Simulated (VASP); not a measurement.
Runs of VASP 6.6.1 on Na2S. It takes space group Fm-3m (No. 225, cubic). Conventional cell: a = 6.511 Å, b = 6.511 Å, c = 6.511 Å, α = 90.00°, β = 90.00°, γ = 90.00°. Within 3.7 Å of Na (site symmetry -43m) lie 4 S at 2.82 Å and 6 Na at 3.26 Å. Within 3.7 Å of S (site symmetry m-3m) lie 8 Na at 2.82 Å. 

| level | smearing | share of exact exchange | screening parameter | gap on the mesh (eV) | pressure (GPa) |
| --- | --- | --- | --- | --- | --- |
| PBE-based screened hybrid with 10 % exact exchange | gaussian 0.01 eV | 0.1 | 0.1 1/Å | 3.04 | (a) |
| PBE-based screened hybrid with 30 % exact exchange | gaussian 0.01 eV | 0.3 | 0.2078 1/Å | 3.72 | -0.1 |
| PBE-based global hybrid with 50 % exact exchange | gaussian 0.01 eV | 0.5 | - | 5.98 | -0.7 |
| PBE-based screened hybrid with 75 % exact exchange | gaussian 0.01 eV | 0.75 | 0.5 1/Å | 4.02 | (b) |
| HSE06 | methfessel-paxton 0.5 eV | 0.25 | 0.2079 1/Å | (c) | 0.0 |

Alike in all rows: task single point; potentials or basis VASP PAW PBE potentials, release 64 (Na_pv, S); no spin polarisation; cell as given; k mesh 4 × 4 × 4; cutoff (eV) 400.

Fill in the values left out.

(a) 0.4; (b) -0.6; (c) 3.51.

Caveats: the PAW data sets were made with another functional, which shifts forces and pressure a little.

